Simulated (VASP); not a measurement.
Write the native input for VASP 6.6.1 that does the following.

```yaml
Task: single point
Functional: PBEsol
Potentials_or_basis: VASP PAW PBE potentials, release 64 (Ni)
Cutoff: 520 eV
k_mesh: 10 × 10 × 6
Occupations: fermi-dirac, width 0.05 eV
Spin: collinear spin, ferromagnetic start
Starting_moments: "[2.0, 2.0] μB"
Fixed_moment: 4 μB
Dipole_correction: no
Further_INCAR_settings: ALGO = Normal; EDIFF = 1e-06; NBANDS = 21
```

The structure of Ni lies in POSCAR:

```
Ni
1.0
    2.4480228978      0.0000000000      0.0000000000
   -1.2240114489      2.1200500186      0.0000000000
    0.0000000000      0.0000000000      4.0728075700
Ni
2
Direct
    0.6666666667      0.3333333333      0.7500000000
    0.3333333333      0.6666666667      0.2500000000
```

These files were run (other wordings do the same):

INCAR

```
ALGO = Normal ; EDIFF = 1E-6
ENCUT = 520 ; GGA = PS
ISIF = 2 ; ISMEAR = -1
ISPIN = 2 ; LASPH = T
LCHARG = F ; LMAXMIX = 4
LORBIT = 11 ; LREAL = F
LWAVE = F ; MAGMOM = 2 2
NBANDS = 21 ; NELM = 150
NUPDOWN = 4.0 ; PREC = Accurate
SIGMA = 0.05
```

KPOINTS

```
k-points
0
Gamma
  10 10 6
```

Potentials or basis: VASP PAW PBE potentials, release 64 (Ni).

Run with:

```bash
$ cat potpaw_PBE.64/Ni/POTCAR > POTCAR
$ mpirun -np 1 vasp_std > vasp.out
```

It gave:

```
Pressure                                              : 24.9 GPa
Net moment                                            : 4.00 μB per cell
Site moments                                          : Ni +1.89 μB
Valence electrons inside the program's atomic spheres : Ni 9.31
```

Caveat: the PAW data sets were made with another functional, which shifts forces and pressure a little; the total moment is fixed, so each spin has its own Fermi level.

Run time: 19 s on 1 thread of Intel(R) Xeon(R) 6975P-C (Granite Rapids), on a shared host, peak memory 0.16 GiB.
